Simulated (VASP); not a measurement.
# Pt (I4/mmm) in VASP: further runs, part 2 of 2

VASP 6.6.1.

## Step 3: Single point, r2SCAN (strain -0.0500 x Voigt [1, 1, 0, 0, 0, 0])

POSCAR

```
Pt
1.0
    0.0000000000      1.8600050000      1.9579000000
    1.8600050000      0.0000000000      1.9579000000
    1.8600050000      1.8600050000      0.0000000000
Pt
1
Direct
    0.0000000000      0.0000000000      0.0000000000
```

INCAR.step1

```
SYSTEM = Pt
PREC     = Accurate       ! precision mode
ENCUT    = 520            ! plane-wave cutoff, eV
ISMEAR   = 0              ! smearing method
SIGMA    = 0.15           ! smearing width, eV
LREAL    = .False.        ! projectors in reciprocal space
LASPH    = .True.         ! aspherical terms in the spheres
NELM     = 60             ! most SCF steps
NBANDS   = 11             ! bands
GGA      = PE             ! functional
ALGO     = Normal         ! electronic algorithm
EDIFF    = 1E-4           ! SCF threshold, eV
LWAVE    = .True.         ! write WAVECAR
LCHARG   = .False.        ! write CHGCAR
```

INCAR.step2

```
SYSTEM = Pt
PREC     = Accurate       ! precision mode
ENCUT    = 520            ! plane-wave cutoff, eV
EDIFF    = 1E-7           ! SCF threshold, eV
ISMEAR   = 0              ! smearing method
SIGMA    = 0.15           ! smearing width, eV
LREAL    = .False.        ! projectors in reciprocal space
LASPH    = .True.         ! aspherical terms in the spheres
NELM     = 60             ! most SCF steps
ALGO     = Normal         ! electronic algorithm
ISIF     = 2              ! what is computed and relaxed
LWAVE    = .False.        ! write WAVECAR
LCHARG   = .True.         ! write CHGCAR
METAGGA  = R2SCAN         ! meta-GGA
LMIXTAU  = .True.       
LELF     = .True.         ! ELF
LVHAR    = .True.       
NBANDS   = 11             ! bands
ISTART   = 1
```

KPOINTS

```
regular mesh
0
Gamma
  20 20 20
  0 0 0
```

Potentials or basis: VASP PAW PBE potentials, release 64 (Pt).

Command:

```sh
cat potpaw_PBE.64/Pt/POTCAR > POTCAR
cp INCAR.step1 INCAR
mpirun -np 1 vasp_std > vasp.out
cp INCAR.step2 INCAR
mpirun -np 1 vasp_std > vasp.out
```

OUTCAR:

```text
SYSTEM = Pt
   PREC = Accurate
   ENCUT = 520
   EDIFF = 1E-7
   ISMEAR = 0
   LREAL = .False.
   LASPH = .True.
   NELM = 60
   ISIF = 2
   METAGGA = R2SCAN
   ISTART = 1

 ion  position               nearest neighbor table
   1  0.000  0.000  0.000-

  LATTYP: Found a body centered tetragonal cell.
 ALAT       =     2.6304442971
 C/A-ratio  =     1.4886458551

  Lattice vectors:

 A1 = (  -1.8600050000,   0.0000000000,   1.9579000000)
 A2 = (   1.8600050000,   0.0000000000,   1.9579000000)
 A3 = (   0.0000000000,   1.8600050000,  -1.9579000000)

Analysis of symmetry for initial positions (statically):
=====================================================================
 Subroutine PRICEL returns:
 Original cell was already a primitive cell.

 Routine SETGRP: Setting up the symmetry group for a
 body centered tetragonal supercell.

 Subroutine GETGRP returns: Found 16 space group operations
 (whereof 16 operations were pure point group operations)
 out of a pool of 16 trial point group operations.

The static configuration has the point symmetry D_4h.

Analysis of symmetry for dynamics (positions and initial velocities):
=====================================================================
 Subroutine PRICEL returns:
 Original cell was already a primitive cell.

 Routine SETGRP: Setting up the symmetry group for a
 body centered tetragonal supercell.

 Subroutine GETGRP returns: Found 16 space group operations
 (whereof 16 operations were pure point group operations)
 out of a pool of 16 trial point group operations.

The dynamic configuration has the point symmetry D_4h.

 Subroutine INISYM returns: Found 16 space group operations
 (whereof 16 operations are pure point group operations),
 and found     1 'primitive' translations

----------------------------------------------------------------------------------------

                                     Primitive cell

  volume of cell :      13.5472

[... 106 lines left out ...]
     AMIX_MAG =   1.60;   BMIX_MAG =  1.00
  volume/ion in A,a.u.               =      13.55        91.42
  Fermi-wavevector in a.u.,A,eV,Ry     =   1.479535  2.795916 29.783479  2.189024
  Thomas-Fermi vector in A             =   2.593681
   LORBIT       =      0    0 simple, 1 ext, 2 COOP (PROOUT), +10 PAW based schemes
   METAGGA = R2SCAN    functional components
   LHFCALC =     F    Hartree Fock is set to
   AEXX    =    0.0000 exact exchange contribution
   IVDW    =     0    specifies the selected vdW correction
   LEPSILON=     F    determine dielectric tensor
   LRPA    =     F    only Hartree local field effects (RPA)
 non-spin polarized calculation
 Gauss-broadening in eV      SIGMA  =   0.15
  energy-cutoff  :      520.00
  volume of cell :       13.55
 maximum number of plane-waves:       377
   NGX =  9   NGY =  9   NGZ =  9

 number of electron      10.0000000 magnetization

 Free energy of the ion-electron system (eV)
  ---------------------------------------------------
  ext. energy  EPLUGINS =         0.00000000
  ---------------------------------------------------
  free energy    TOTEN  =       -51.26633156 eV

  energy without entropy =      -51.25048422  energy(sigma->0) =      -51.25840789

 E-fermi :  13.2084     XC(G=0): -15.4009

 val. band max:       13.2029976932   @ k =  -0.4500   0.1500   0.4000
 cond. band min:      13.2094765385   @ k =  -0.3500   0.4000   0.2000
 fundamental gap:      0.0064788452
 Fermi energy:        13.2084356959

 k-point     1 :       0.0000    0.0000    0.0000
  band No.  band energies     occupation
      1       1.4034      2.00000
      2       8.0827      2.00000
      3       8.8138      2.00000
      4       8.8138      2.00000
      5      10.6927      2.00000
      6      11.5723      2.00000
      7      28.3510      0.00000
      8      33.0928      0.00000
      9      34.6672      0.00000
     10      34.6672      0.00000
     11      40.4748      0.00000
[... 309 lines left out ...]
 k-point    24 :      -0.3500    0.0500    0.0000
  band No.  band energies     occupation
      1       4.5009      2.00000
      2       8.2720      2.00000
      3       9.0425      2.00000
      4       9.7744      2.00000
      5      12.1781      2.00000
      6      13.1614      1.34251
      7      23.6502      0.00000
      8      29.0378      0.00000
      9      34.5588      0.00000
     10      36.8633      0.00000
     11      40.3016      0.00000

 [... further k-points ...]
[... 5 lines left out ...]
  --------------------------------------------------------------------------------------
  -------------------------------------------------------------------------------------
  Total        4.3050751      4.3050751      3.5029451      0.0000000      0.0000000      0.0000000
  in kB      509.1462935    509.1462935    414.2811643      0.0000000      0.0000000      0.0000000
  external PRESSURE =     477.5245837 kB  Pullay stress =       0.0000000 kB

 VOLUME and BASIS-vectors are now :
 -----------------------------------------------------------------------------
  energy-cutoff  :      520.00
  volume of cell :       13.55
      direct lattice vectors                 reciprocal lattice vectors
     0.000000000  1.860005000  1.957900000    -0.268816482  0.268816482  0.255375658
     1.860005000  0.000000000  1.957900000     0.268816482 -0.268816482  0.255375658
     1.860005000  1.860005000  0.000000000     0.268816482  0.268816482 -0.255375658

 POSITION                                       TOTAL-FORCE (eV/Angst)
 -----------------------------------------------------------------------------------
      0.00000      0.00000      0.00000         0.000000      0.000000      0.000000
 -----------------------------------------------------------------------------------
    total drift:                               -0.000000      0.000000      0.000000

  FREE ENERGIE OF THE ION-ELECTRON SYSTEM (eV)
  ---------------------------------------------------
  free  energy   TOTEN  =       -51.2663315596 eV

  energy  without entropy=      -51.2504842177  energy(sigma->0) =      -51.25840789
```

Wall time 3.2 min (1 thread of Intel Xeon Platinum 8559C (Emerald Rapids), shared host); peak memory 0.2 GiB.

What came out:

| Quantity | Value |
| --- | --- |
| Free energy | -51.2663 eV |
| Pressure | 47.8 GPa |
| Band gap on the k mesh | zero (band 5 reaches 14.22 eV, above the bottom of band 6 at 11.02 eV) |

Caveat: the cell differs from its parent crystal (strain -0.0500 x Voigt [1, 1, 0, 0, 0, 0]); the PAW data sets were made with another functional, which shifts forces and pressure a little; spin-orbit coupling is left out, which moves the levels of the heavy elements.

## Step 4: Single point, r2SCAN (strain -0.0250 x Voigt [1, 1, 0, 0, 0, 0])

POSCAR

```
Pt
1.0
    0.0000000000      1.9089525000      1.9579000000
    1.9089525000      0.0000000000      1.9579000000
    1.9089525000      1.9089525000      0.0000000000
Pt
1
Direct
    0.0000000000      0.0000000000      0.0000000000
```

INCAR.step1

```
SYSTEM = Pt
PREC = Accurate
ENCUT = 520
ISMEAR = 0
SIGMA = 0.15
LREAL = .FALSE.
LASPH = .TRUE.
NELM = 80
NBANDS = 11
GGA = PE
ALGO = Normal
EDIFF = 1E-4
LWAVE = .TRUE.
LCHARG = .FALSE.
```

INCAR.step2

```
SYSTEM = Pt
PREC = Accurate
ENCUT = 520
EDIFF = 1E-7
ISMEAR = 0
SIGMA = 0.15
LREAL = .FALSE.
LASPH = .TRUE.
NELM = 80
ALGO = Normal
ISIF = 2
LWAVE = .FALSE.
LCHARG = .FALSE.
METAGGA = R2SCAN
LMIXTAU = .TRUE.
NBANDS = 11
ISTART = 1
```

KPOINTS

```
regular mesh
0
G
  20 20 20
  0 0 0
```

Command:

```sh
cat potpaw_PBE.64/Pt/POTCAR > POTCAR
cp INCAR.step1 INCAR
mpirun -np 1 vasp_std > vasp.out
cp INCAR.step2 INCAR
mpirun -np 1 vasp_std > vasp.out
```

Wall time 3.1 min (1 thread of Intel Xeon Platinum 8559C (Emerald Rapids), shared host); peak memory 0.21 GiB.

Results (log left out):

```yaml
Free_energy: -51.4350 eV
Pressure: 24.0 GPa
Band_gap_on_the_k_mesh: zero (band 5 reaches 12.87 eV, above the bottom of band 6 at 10.09 eV)
```

Stress tensor (GPa, compression positive):
```
25.15  0.00  0.00
 0.00 25.15  0.00
 0.00  0.00 21.65
```

Levels at points of the mesh, in eV from the Fermi level:
```csv
k point,band 3,band 4,band 5,band 6,band 7,band 8
"(0.00, 0.00, 0.00)",-4.17,-4.17,-2.11,-1.72,15.31,20.32
"(0.50, 0.00, 0.00)",-4.24,-0.54,-0.05,0.12,6.63,14.94
"(0.50, 0.50, 0.00)",-0.03,0.56,0.56,1.49,9.52,12.53
"(0.50, 0.00, 0.50)",-0.06,0.44,0.74,2.02,10.24,11.95
```

Caveat: the cell differs from its parent crystal (strain -0.0250 x Voigt [1, 1, 0, 0, 0, 0]); the PAW data sets were made with another functional, which shifts forces and pressure a little; spin-orbit coupling is left out, which moves the levels of the heavy elements.

## Step 5: Single point, r2SCAN (strain +0.0250 x Voigt [1, 1, 0, 0, 0, 0])

POSCAR

```
Pt
1.0
    0.0000000000      2.0068475000      1.9579000000
    2.0068475000      0.0000000000      1.9579000000
    2.0068475000      2.0068475000      0.0000000000
Pt
1
Direct
    0.0000000000      0.0000000000      0.0000000000
```

INCAR.step1

```
PREC = Accurate ; ENCUT = 520
ISMEAR = 0 ; SIGMA = 0.15
LREAL = False ; LASPH = True
NELM = 100 ; NBANDS = 11
GGA = PE ; ALGO = Normal
EDIFF = 1E-4 ; LWAVE = True
LCHARG = False
```

INCAR.step2

```
PREC = Accurate ; ENCUT = 520
EDIFF = 1E-7 ; ISMEAR = 0
SIGMA = 0.15 ; LREAL = False
LASPH = True ; NELM = 100
ALGO = Normal ; ISIF = 2
LWAVE = False ; LCHARG = False
METAGGA = R2SCAN ; LMIXTAU = True
NBANDS = 11 ; ISTART = 1
```

KPOINTS

```
Automatic mesh
0
Gamma
  20 20 20
```

Command:

```sh
cat potpaw_PBE.64/Pt/POTCAR > POTCAR
cp INCAR.step1 INCAR
mpirun -np 1 vasp_std > vasp.out
cp INCAR.step2 INCAR
mpirun -np 1 vasp_std > vasp.out
```

Run time: 3.2 min. Hardware: 1 thread of Intel Xeon 6975P-C, shared host; peak memory 0.24 GiB.

Results (log left out):

```
Free energy            : -51.5006 eV
Pressure               : -7.0 GPa
Band gap on the k mesh : zero (band 5 reaches 10.76 eV, above the bottom of band 6 at 8.49 eV)
```

Stress tensor (GPa, compression positive):
```
-7.53  0.00  0.00
 0.00 -7.53  0.00
 0.00  0.00 -5.93
```

Levels at points of the mesh, in eV from the Fermi level:
| k point | band 1 | band 2 | band 3 | band 4 | band 5 | band 6 | band 7 | band 8 | band 9 | band 10 |
| --- | --- | --- | --- | --- | --- | --- | --- | --- | --- | --- |
| (0.00, 0.00, 0.00) | -9.98 | -3.73 | -3.73 | -3.45 | -1.79 | -1.48 | 15.61 | 20.31 | 20.31 | 20.90 |
| (0.50, 0.00, 0.00) | -7.10 | -3.86 | -3.59 | -0.11 | -0.06 | 0.09 | 5.82 | 15.21 | 19.37 | 19.91 |
| (0.50, 0.50, 0.00) | -6.77 | -6.39 | -0.07 | 0.49 | 0.49 | 2.36 | 9.28 | 11.57 | 11.57 | 20.47 |
| (0.50, 0.00, 0.50) | -6.81 | -6.38 | -0.07 | 0.35 | 0.59 | 1.88 | 8.64 | 11.96 | 12.09 | 20.86 |

Caveat: the cell differs from its parent crystal (strain +0.0250 x Voigt [1, 1, 0, 0, 0, 0]); the PAW data sets were made with another functional, which shifts forces and pressure a little; spin-orbit coupling is left out, which moves the levels of the heavy elements.

## Step 6: Overview

```tsv
cell	gap on the mesh (eV)	pressure (GPa)
a = 2.667, b = 2.667, c = 2.561 Å, angles 61.3, 61.3, 57.4°, 1 atom	none	79.2
a = 2.701, b = 2.701, c = 2.630 Å, angles 60.9, 60.9, 58.3°, 1 atom	none	47.8
a = 2.734, b = 2.734, c = 2.700 Å, angles 60.4, 60.4, 59.2°, 1 atom	none	24.0
a = 2.804, b = 2.804, c = 2.838 Å, angles 59.6, 59.6, 60.8°, 1 atom	none	-7.0
```

Alike in all rows: task single point; level r2SCAN; potentials or basis VASP PAW PBE potentials, release 64 (Pt); no spin polarisation; k mesh 20 × 20 × 20; cutoff (eV) 520; smearing gaussian 0.15 eV.

Caveats: the PAW data sets were made with another functional, which shifts forces and pressure a little; spin-orbit coupling is left out, which moves the levels of the heavy elements.

Absolute energies hang on the potentials; compare differences alone.
